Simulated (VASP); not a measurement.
# MgB2 in VASP: further runs

The runs below take MgB2 through single point, with PBEsol.

Everything below comes from runs of VASP 6.6.1. Logs are shortened: lines on timing, memory, paths and dates and some standing lists are left out, and cuts for length are marked.

### 1 The cell of the first run

Symmetry: P6/mmm, No. 191, hexagonal system. Conventional cell: a = 3.085 Å, b = 3.085 Å, c = 3.523 Å, α = 90.00°, β = 90.00°, γ = 120.00°. Within 3.3 Å of Mg (site symmetry 6/mmm) lie 12 B at 2.51 Å and 6 Mg at 3.09 Å. Within 2.4 Å of B (site symmetry -6m2) lie 3 B at 1.78 Å.

### 2 Single point, PBEsol

The input, INCAR:

```
SYSTEM = MgB2
ALGO = Normal ; EDIFF = 1E-7
ENCUT = 520 ; GGA = PS
ISIF = 2 ; ISMEAR = 0
LASPH = .True. ; LCHARG = .False.
LREAL = .False. ; LWAVE = .False.
NBANDS = 11 ; NELM = 60
PREC = Accurate ; SIGMA = 0.1
```

The input, KPOINTS:

```
k-points
0
Gamma
  6 6 6
  0 0 0
```

The input, POSCAR:

```
MgB2
1.0
    3.0850007055      0.0000000000      0.0000000000
   -1.5425003528      2.6716889817      0.0000000000
    0.0000000000      0.0000000000      3.5230000000
Mg B
1 2
Direct
    0.0000000000      0.0000000000      0.0000000000
    0.3333333333      0.6666666667      0.5000000000
    0.6666666667      0.3333333333      0.5000000000
```

Potentials or basis: VASP PAW PBE potentials, release 64 (Mg, B).

On the command line:

```
$ cat potpaw_PBE.64/Mg/POTCAR potpaw_PBE.64/B/POTCAR > POTCAR
$ mpirun -np 1 vasp_std > vasp.out
```

OUTCAR:

```text
SYSTEM = MgB2
   EDIFF = 1E-7
   ENCUT = 520
   GGA = PS
   ISIF = 2
   ISMEAR = 0
   LASPH = .True.
   LREAL = .False.
   NELM = 60
   PREC = Accurate

 ion  position               nearest neighbor table
   1  0.000  0.000  0.000-   2 2.51   3 2.51   2 2.51   3 2.51   3 2.51   3 2.51   2 2.51   2 2.51
                             3 2.51   3 2.51   2 2.51   2 2.51
   2  0.333  0.667  0.500-   3 1.78   3 1.78   3 1.78   1 2.51   1 2.51   1 2.51   1 2.51   1 2.51
                             1 2.51
   3  0.667  0.333  0.500-   2 1.78   2 1.78   2 1.78   1 2.51   1 2.51   1 2.51   1 2.51   1 2.51
                             1 2.51

  LATTYP: Found a hexagonal cell.
 ALAT       =     3.0850007055
 C/A-ratio  =     1.1419770484

  Lattice vectors:

 A1 = (   3.0850007055,   0.0000000000,   0.0000000000)
 A2 = (  -1.5425003528,   2.6716889817,   0.0000000000)
 A3 = (   0.0000000000,   0.0000000000,   3.5230000000)

Analysis of symmetry for initial positions (statically):
=====================================================================
 Subroutine PRICEL returns:
 Original cell was already a primitive cell.

 Routine SETGRP: Setting up the symmetry group for a
 hexagonal supercell.

 Subroutine GETGRP returns: Found 24 space group operations
 (whereof 24 operations were pure point group operations)
 out of a pool of 24 trial point group operations.

The static configuration has the point symmetry D_6h.

Analysis of symmetry for dynamics (positions and initial velocities):
=====================================================================
 Subroutine PRICEL returns:
 Original cell was already a primitive cell.

 Routine SETGRP: Setting up the symmetry group for a
 hexagonal supercell.

 Subroutine GETGRP returns: Found 24 space group operations
 (whereof 24 operations were pure point group operations)
 out of a pool of 24 trial point group operations.

The dynamic configuration has the point symmetry D_6h.

 Subroutine INISYM returns: Found 24 space group operations
 (whereof 24 operations are pure point group operations),
 and found     1 'primitive' translations

----------------------------------------------------------------------------------------

                                     Primitive cell

  volume of cell :      29.0371

  direct lattice vectors                    reciprocal lattice vectors
     3.085000706  0.000000000  0.000000000     0.324149034  0.187147532  0.000000000
    -1.542500353  2.671688982  0.000000000     0.000000000  0.374295065  0.000000000
     0.000000000  0.000000000  3.523000000     0.000000000  0.000000000  0.283848992

  length of vectors
     3.085000706  3.085000706  3.523000000     0.374295065  0.374295065  0.283848992

  position of ions in fractional coordinates (direct lattice)
     0.000000000  0.000000000  0.000000000
     0.333333333  0.666666667  0.500000000
     0.666666667  0.333333333  0.500000000

  ion indices of the primitive-cell ions
   primitive index   ion index
                 1           1
                 2           2
                 3           3

----------------------------------------------------------------------------------------

 KPOINTS: k-points

Automatic generation of k-mesh.
 Grid dimensions read from file:
 generate k-points for:    6    6    6

 Generating k-lattice:

  Cartesian coordinates                     Fractional coordinates (reciprocal lattice)
     0.054024839  0.031191255  0.000000000     0.166666667 -0.000000000  0.000000000
     0.000000000  0.062382511  0.000000000     0.000000000  0.166666667  0.000000000
     0.000000000  0.000000000  0.047308165     0.000000000  0.000000000  0.166666667

  Length of vectors
     0.062382511  0.062382511  0.047308165

  Shift w.r.t. Gamma in fractional coordinates (k-lattice)
     0.000000000  0.000000000  0.000000000

 Subroutine IBZKPT returns following result:
 ===========================================

 Found     28 irreducible k-points:

 Following reciprocal coordinates:
            Coordinates               Weight
  0.000000  0.000000  0.000000      1.000000
  0.166667  0.000000  0.000000      6.000000
  0.333333  0.000000  0.000000      6.000000
  0.500000  0.000000  0.000000      3.000000
  0.166667  0.166667  0.000000      6.000000
  0.333333  0.166667  0.000000     12.000000
[... 16 lines left out ...]
  0.166667  0.000000  0.500000      6.000000
  0.333333  0.000000  0.500000      6.000000
 [... further k-points ...]
   k-points           NKPTS =     28   k-points in BZ     NKDIM =     28   number of bands    NBANDS=     11
   number of dos      NEDOS =    301   number of ions     NIONS =      3
   total plane-waves  NPLWV =  16128
   dimension x,y,z NGX =    24 NGY =   24 NGZ =   28
   dimension x,y,z NGXF=    48 NGYF=   48 NGZF=   56
   ions per type =               1   2
   NGX,Y,Z   is equivalent  to a cutoff of  12.93, 12.93, 13.21 a.u.
   NGXF,Y,Z  is equivalent  to a cutoff of  25.87, 25.87, 26.43 a.u.
 SYSTEM =  MgB2
   PREC   = accura    normal or accurate (medium, high low for compatibility)
   ISTART =      0    job   : 0-new  1-cont  2-samecut
   ICHARG =      2    charge: 1-file 2-atom 10-const
   ISPIN  =      1    spin polarized calculation?
   LNONCOLLINEAR =      F non collinear calculations
   LSORBIT =      F    spin-orbit coupling
   LASPH  =      T    aspherical Exc in radial PAW
   ENCUT  =  520.0 eV  38.22 Ry    6.18 a.u.   5.74  5.74  6.55*2*pi/ulx,y,z
   NELM   =     60;   NELMIN=  2; NELMDL= -5     # of ELM steps
   EDIFF  = 0.1E-06   stopping-criterion for ELM
   LREAL  =      F    real-space projection
   EDIFFG = 0.1E-05   stopping-criterion for IOM
   NSW    =      0    number of steps for IOM
   IBRION =     -1    ionic relax: 0-MD 1-quasi-New 2-CG
   NFREE  =      0    steps in history (QN), initial steepest desc. (CG)
   ISIF   =      2    stress and relaxation
   ISYM   =      2    0-nonsym 1-usesym 2-fastsym
   POTIM  = 0.5000    time-step for ionic-motion
   TEBEG  =    0.0;   TEEND  =   0.0 temperature during run
   PSTRESS=    0.0 pullay stress
   NELECT =       8.0000    total number of electrons
   NUPDOWN=      -1.0000    fix difference up-down
   EMIN   =  10.00;   EMAX   =-10.00  energy-range for DOS
   EFERMI =   0.00;   METHOD = LEGACY
   ISMEAR =     0;   SIGMA  =   0.10  broadening in eV -4-tet -1-fermi 0-gaus
   EFERMI_NEDOS =   21; number of points for ismear=-14 and -15
   IALGO  =     38    algorithm
   IMIX   =      4    mixing-type and parameters
     AMIX     =   0.40;   BMIX     =  1.00
     AMIX_MAG =   1.60;   BMIX_MAG =  1.00
  volume/ion in A,a.u.               =       9.68        65.32
  Fermi-wavevector in a.u.,A,eV,Ry     =   1.065255  2.013040 15.439457  1.134768
  Thomas-Fermi vector in A             =   2.200800
   LORBIT       =      0    0 simple, 1 ext, 2 COOP (PROOUT), +10 PAW based schemes
   GGA     = PS    functional components
   LHFCALC =     F    Hartree Fock is set to
   AEXX    =    0.0000 exact exchange contribution
   IVDW    =     0    specifies the selected vdW correction
   LEPSILON=     F    determine dielectric tensor
   LRPA    =     F    only Hartree local field effects (RPA)
 non-spin polarized calculation
 Gauss-broadening in eV      SIGMA  =   0.10
  energy-cutoff  :      520.00
  volume of cell :       29.04
 maximum number of plane-waves:       806
 NGX is ok and might be reduce to    24
   NGX = 11   NGY = 11   NGZ = 13

 number of electron       8.0000000 magnetization

 Free energy of the ion-electron system (eV)
  ---------------------------------------------------
  ext. energy  EPLUGINS =         0.00000000
  ---------------------------------------------------
  free energy    TOTEN  =       -16.22432281 eV

  energy without entropy =      -16.22102023  energy(sigma->0) =      -16.22267152

 E-fermi :   5.2926     XC(G=0): -10.9900

 val. band max:        5.0498717038   @ k =   0.1667   0.0000   0.5000
 cond. band min:       5.2940473464   @ k =   0.3333   0.1667   0.0000
 fundamental gap:      0.2441756426
 Fermi energy:         5.2926294712

 k-point     1 :       0.0000    0.0000    0.0000
  band No.  band energies     occupation
      1      -7.1791      2.00000
      2       2.2754      2.00000
      3       5.6196      0.00000
      4       5.6196      0.00000
      5       6.8178      0.00000
      6      11.5113      0.00000
      7      11.5113      0.00000
      8      13.3269      0.00000
      9      15.1660      0.00000
     10      17.7735      0.00000
     11      21.2664      0.00000

 k-point     2 :       0.1667    0.0000    0.0000
  band No.  band energies     occupation
      1      -6.6978      2.00000
      2       2.7438      2.00000
      3       3.5689      2.00000
      4       4.7040      2.00000
      5       7.2557      0.00000
      6      11.0250      0.00000
      7      13.3899      0.00000
      8      13.5912      0.00000
      9      14.2305      0.00000
     10      19.7188      0.00000
     11      19.9083      0.00000

 k-point     3 :       0.3333    0.0000    0.0000
  band No.  band energies     occupation
      1      -5.2777      2.00000
      2       0.1476      2.00000
      3       3.5205      2.00000
      4       4.0837      2.00000
      5       8.4196      0.00000
      6      10.1952      0.00000
      7      10.4095      0.00000
      8      13.8212      0.00000
      9      17.1704      0.00000
     10      18.2920      0.00000
     11      19.5452      0.00000
[... 267 lines left out ...]
 k-point    23 :       0.1667    0.0000    0.5000
  band No.  band energies     occupation
      1      -5.4484      2.00000
      2      -1.6999      2.00000
      3       4.1225      2.00000
      4       5.0499      1.99940
      5      10.3758      0.00000
      6      11.7026      0.00000
      7      13.7786      0.00000
      8      15.4801      0.00000
      9      15.7885      0.00000
     10      16.2465      0.00000
     11      16.6321      0.00000

 k-point    24 :       0.3333    0.0000    0.5000
  band No.  band energies     occupation
      1      -4.1475      2.00000
      2      -0.1238      2.00000
      3       0.9130      2.00000
      4       3.8297      2.00000
      5       6.4583      0.00000
      6      11.1550      0.00000
      7      14.4942      0.00000
      8      14.5425      0.00000
      9      17.0853      0.00000
     10      17.7483      0.00000
     11      18.7096      0.00000

 [... further k-points ...]
[... 5 lines left out ...]
  --------------------------------------------------------------------------------------
  -------------------------------------------------------------------------------------
  Total       -0.4522293     -0.4522293     -0.7421234      0.0000000     -0.0000000      0.0000000
  in kB      -24.9525795    -24.9525795    -40.9480202      0.0000000     -0.0000000      0.0000000
  external PRESSURE =     -30.2843930 kB  Pullay stress =       0.0000000 kB

 VOLUME and BASIS-vectors are now :
 -----------------------------------------------------------------------------
  energy-cutoff  :      520.00
  volume of cell :       29.04
      direct lattice vectors                 reciprocal lattice vectors
     3.085000706  0.000000000  0.000000000     0.324149034  0.187147532  0.000000000
    -1.542500353  2.671688982  0.000000000     0.000000000  0.374295065  0.000000000
     0.000000000  0.000000000  3.523000000     0.000000000  0.000000000  0.283848992

 POSITION                                       TOTAL-FORCE (eV/Angst)
 -----------------------------------------------------------------------------------
      0.00000      0.00000      0.00000        -0.000000      0.000000      0.000000
     -0.00000      1.78113      1.76150         0.000000     -0.000000      0.000000
      1.54250      0.89056      1.76150        -0.000000      0.000000      0.000000
 -----------------------------------------------------------------------------------
    total drift:                                0.000000     -0.000000      0.000000

  FREE ENERGIE OF THE ION-ELECTRON SYSTEM (eV)
  ---------------------------------------------------
  free  energy   TOTEN  =       -16.2243228132 eV

  energy  without entropy=      -16.2210202285  energy(sigma->0) =      -16.22267152
```

Run time: 4.5 s. Hardware: 1 thread of AMD EPYC 9R45 (Zen 5), shared host; peak memory 0.11 GiB.

Results:

```
Free energy            : -16.2243 eV
Pressure               : -3.0 GPa
Band gap on the k mesh : zero (band 4 reaches 7.02 eV, above the bottom of band 5 at 3.17 eV)
```

Stress tensor (GPa, compression positive):
```
-2.50  0.00  0.00
 0.00 -2.50  0.00
 0.00  0.00 -4.09
```

Levels at points of the mesh, in eV from the Fermi level:
| k point | band 1 | band 2 | band 3 | band 4 | band 5 | band 6 | band 7 | band 8 | band 9 |
| --- | --- | --- | --- | --- | --- | --- | --- | --- | --- |
| (0.00, 0.00, 0.00) | -12.47 | -3.02 | 0.33 | 0.33 | 1.53 | 6.22 | 6.22 | 8.03 | 9.87 |
| (0.50, 0.00, 0.00) | -8.57 | -7.89 | -2.22 | 0.14 | 2.99 | 3.75 | 5.20 | 6.99 | 12.43 |
| (0.00, 0.00, 0.50) | -11.18 | -7.54 | 0.71 | 0.71 | 6.55 | 6.55 | 7.86 | 9.83 | 9.86 |
| (0.50, 0.00, 0.50) | -7.58 | -6.97 | -3.67 | -1.92 | -1.42 | 5.62 | 8.63 | 8.76 | 12.92 |

Caveat: the k points lie up to 0.39 Å⁻¹ apart; the PAW data sets were made with another functional, which shifts forces and pressure a little.

### 3 Single point, PBEsol (strained and its atoms moved)

The input, INCAR:

```
SYSTEM = MgB2
PREC = Accurate
ENCUT = 520
EDIFF = 1E-6
ISMEAR = 0
SIGMA = 0.1
LREAL = .FALSE.
LASPH = .TRUE.
NELM = 100
ALGO = Normal
ISIF = 2
LWAVE = .FALSE.
LCHARG = .FALSE.
GGA = PS
NBANDS = 11
```

The input, KPOINTS:

```
regular mesh
0
G
  12 12 10
  0 0 0
```

The input, POSCAR:

```
MgB2
1.0
    3.3140928579      0.0000000000      0.0000000000
   -1.6570464290      2.8700886054      0.0000000000
    0.0000000000      0.0000000000      3.4675479800
Mg B
1 2
Direct
    0.0000000000      0.0000000000     -0.0120426928
    0.3333333333      0.6666666667      0.5060213464
    0.6666666667      0.3333333333      0.5060213464
```

Potentials or basis: VASP PAW PBE potentials, release 64 (Mg, B).

On the command line:

```
$ cat potpaw_PBE.64/Mg/POTCAR potpaw_PBE.64/B/POTCAR > POTCAR
$ mpirun -np 1 vasp_std > vasp.out
```

OUTCAR:

```text
SYSTEM = MgB2
   PREC = Accurate
   ENCUT = 520
   EDIFF = 1E-6
   ISMEAR = 0
   LREAL = .FALSE.
   LASPH = .TRUE.
   NELM = 100
   ISIF = 2
   GGA = PS

 ion  position               nearest neighbor table
   1  0.000  0.000  0.988-   2 2.54   3 2.54   2 2.54   3 2.54   3 2.54   2 2.54   2 2.62   3 2.62
                             2 2.62   3 2.62   2 2.62   3 2.62
   2  0.333  0.667  0.506-   3 1.91   3 1.91   3 1.91   1 2.54   1 2.54   1 2.54   1 2.62   1 2.62
                             1 2.62
   3  0.667  0.333  0.506-   2 1.91   2 1.91   2 1.91   1 2.54   1 2.54   1 2.54   1 2.62   1 2.62
                             1 2.62

  LATTYP: Found a hexagonal cell.
[... 529 lines left out ...]
 [... further k-points ...]
[... 5 lines left out ...]
  --------------------------------------------------------------------------------------
  -------------------------------------------------------------------------------------
  Total       -5.7304926     -5.7304926     -0.8555371      0.0000000      0.0000000      0.0000000
  in kB     -278.3684937   -278.3684937    -41.5591803      0.0000000      0.0000000      0.0000000
  external PRESSURE =    -199.4320559 kB  Pullay stress =       0.0000000 kB

 VOLUME and BASIS-vectors are now :
 -----------------------------------------------------------------------------
  energy-cutoff  :      520.00
  volume of cell :       32.98
      direct lattice vectors                 reciprocal lattice vectors
     3.314092858  0.000000000  0.000000000     0.301741696  0.174210649  0.000000000
    -1.657046429  2.870088605  0.000000000     0.000000000  0.348421299  0.000000000
     0.000000000  0.000000000  3.467547980     0.000000000  0.000000000  0.288388223

 POSITION                                       TOTAL-FORCE (eV/Angst)
 -----------------------------------------------------------------------------------
      0.00000      0.00000      3.42579        -0.000000      0.000000      0.268190
     -0.00000      1.91339      1.75465         0.000000     -0.000000     -0.134095
      1.65705      0.95670      1.75465        -0.000000     -0.000000     -0.134095
 -----------------------------------------------------------------------------------
    total drift:                               -0.000000     -0.000000      0.000064

  FREE ENERGIE OF THE ION-ELECTRON SYSTEM (eV)
  ---------------------------------------------------
  free  energy   TOTEN  =       -15.7364853506 eV

  energy  without entropy=      -15.7324602617  energy(sigma->0) =      -15.73447281
```

stdout:

```text
POSCAR found type information on POSCAR MgB
 POSCAR found :  2 types and       3 ions
 scaLAPACK will be used
 -----------------------------------------------------------------------------
|                                                                             |
|                                                                             |
|     You enforced a specific xc type in the INCAR file but a different       |
|     I HOPE YOU KNOW WHAT YOU ARE DOING!                                     |
|                                                                             |
 -----------------------------------------------------------------------------

 LDA part: xc-table for (Slater+PW92), standard interpolation
 POSCAR, INCAR and KPOINTS ok, starting setup
 FFT: planning ... GRIDC
 FFT: planning ... GRID_SOFT
 FFT: planning ... GRID
 WAVECAR not read
 entering main loop
```

It took 19 s on 1 thread of AMD EPYC 9R45 (Zen 5), shared host; peak memory 0.16 GiB.

Results:

```
Free energy            : -15.7365 eV
Pressure               : -19.9 GPa
Largest force          : 0.268 eV/Å
Band gap on the k mesh : zero (band 4 reaches 6.46 eV, above the bottom of band 5 at 2.40 eV)
```

Forces in eV/Å, atoms in the order of the input:
```
Mg   0.000  0.000  0.268
B    0.000  0.000 -0.134
B    0.000  0.000 -0.134
```

Stress tensor (GPa, compression positive):
```
-27.84   0.00   0.00
  0.00 -27.84   0.00
  0.00   0.00  -4.16
```

Caveat: the cell differs from its parent crystal (strained and its atoms moved); the PAW data sets were made with another functional, which shifts forces and pressure a little.
